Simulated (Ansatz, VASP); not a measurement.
One calculation of Si3C, two programs

INCAR

```
ALGO = Normal ; EDIFF = 1E-6
EDIFFG = -0.04 ; ENCUT = 600
GGA = PE ; IBRION = 2
ISIF = 3 ; ISMEAR = 0
LASPH = True ; LCHARG = False
LREAL = False ; LWAVE = False
NELM = 100 ; NSW = 90
PREC = Accurate ; SIGMA = 0.1
```

Contents of KPOINTS:

```
k-points
0
Gamma
  6 6 2
```

File POSCAR:

```
Si3C
1.0
    2.7491144700      0.0000000000      0.0000000000
   -1.3745572400      2.3808029700      0.0000000000
    0.0000000000      0.0000000000      8.9230438500
Si C
3 1
Direct
    0.3333333300      0.6666666700      0.7500000000
    0.3333333300      0.6666666700      0.2500000000
    0.6666666700      0.3333333300      0.5000000000
    0.6666666700      0.3333333300      0.0000000000
```

Input for Ansatz:

```yaml
crystal:
  lattice:
    - [2.74911447, 0.0, 0.0]
    - [-1.37455724, 2.38080297, 0.0]
    - [0.0, 0.0, 8.92304385]
  atoms:
    - { symbol: Si, position: [0.33333333, 0.66666667, 0.75] }
    - { symbol: Si, position: [0.33333333, 0.66666667, 0.25] }
    - { symbol: Si, position: [0.66666667, 0.33333333, 0.5] }
    - { symbol: C, position: [0.66666667, 0.33333333, 0.0] }
basis:
  ecutwfc: 420
kpoints:
  mp_grid: { grid: [6, 6, 2] }
hamiltonian:
  xc: pbe
scf:
  occupations: { method: gaussian, width: 0.1 }
  lower_state_search: "off"
output:
  forces: true
  stress: true
  eigenvalues: true
relax:
  adjacent_minimum: "off"
  f_tol: 0.04
  max_steps: 70
  cell: { stress_tol: 0.4 }
```

Alike in both runs: task relaxation of cell and atoms; functional PBE; k mesh 6 × 6 × 2; occupations gaussian, width 0.1 eV; no spin polarisation.

|  | VASP | Ansatz |
| --- | --- | --- |
| version | VASP 6.6.1 | Ansatz 0.2.0 |
| potentials or method | VASP PAW PBE potentials, release 64 (Si, C), cutoff 600 eV | scalar-relativistic, plane waves, PAW |
| valence electrons in the cell | 16 | 16 |

Ansatz gave:

```
gap on the k mesh at the Fermi level, each at its own relaxed structure (eV) : none
relaxed volume (Å³/atom)                                                     : 12.97
relaxed cell length with the largest relative difference (Å)                 : 2.800
```

**Question.** Estimate VASP's values.

**Answer.** gap on the k mesh at the Fermi level, each at its own relaxed structure (eV): none; relaxed volume (Å³/atom): 13.00; relaxed cell length with the largest relative difference (Å): 2.802.

A gap of «none» marks a metal or a gap that the smearing closes.

The k mesh is coarse, so the values compare programs but aren't converged.
